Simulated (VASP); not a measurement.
Set up this calculation in VASP 6.6.1, as the native input.

* Task: single point
* Functional: LDA
* Potentials or basis: VASP PAW LDA potentials, release 64 (B, P)
* Cutoff: 500 eV
* k mesh: 10 × 10 × 10
* Occupations: gaussian, width 0.02 eV
* Spin: no spin polarisation
* Dipole correction: no
* Further INCAR settings: ALGO = Normal; EDIFF = 1e-06; NBANDS = 11

The structure of BP (l.bA) lies in POSCAR:

```
BP
1.0
    0.0000000000      2.2453789947      2.2453789947
    2.2453789947      0.0000000000      2.2453789947
    2.2453789947      2.2453789947      0.0000000000
B P
1 1
Direct
    0.0000000000      0.0000000000      0.0000000000
    0.2500000000      0.2500000000      0.2500000000
```

One way to write it, as run:

INCAR

```
SYSTEM = BP
ALGO = Normal
EDIFF = 1E-6
ENCUT = 500
GGA_COMPAT = .FALSE.
ISIF = 2
ISMEAR = 0
LASPH = .TRUE.
LCHARG = .FALSE.
LREAL = .FALSE.
LWAVE = .FALSE.
NBANDS = 11
NELM = 120
PREC = Accurate
SIGMA = 0.02
```

KPOINTS

```
k-points
0
G
  10 10 10
  0 0 0
```

Potentials or basis: VASP PAW LDA potentials, release 64 (B, P).

Run with:

```console
$ cat potpaw_LDA.64/B/POTCAR potpaw_LDA.64/P/POTCAR > POTCAR
$ mpirun -np 1 vasp_std > vasp.out
```

It gave:

The pressure is -0.1 GPa and the band gap on the k mesh is 1.15 eV, indirect (least direct gap 3.43 eV).

It took 4.2 s on 1 thread of Intel(R) Xeon(R) Platinum 8375C CPU @ 2.90GHz (Ice Lake), with other jobs on the host, peak memory 0.12 GiB.
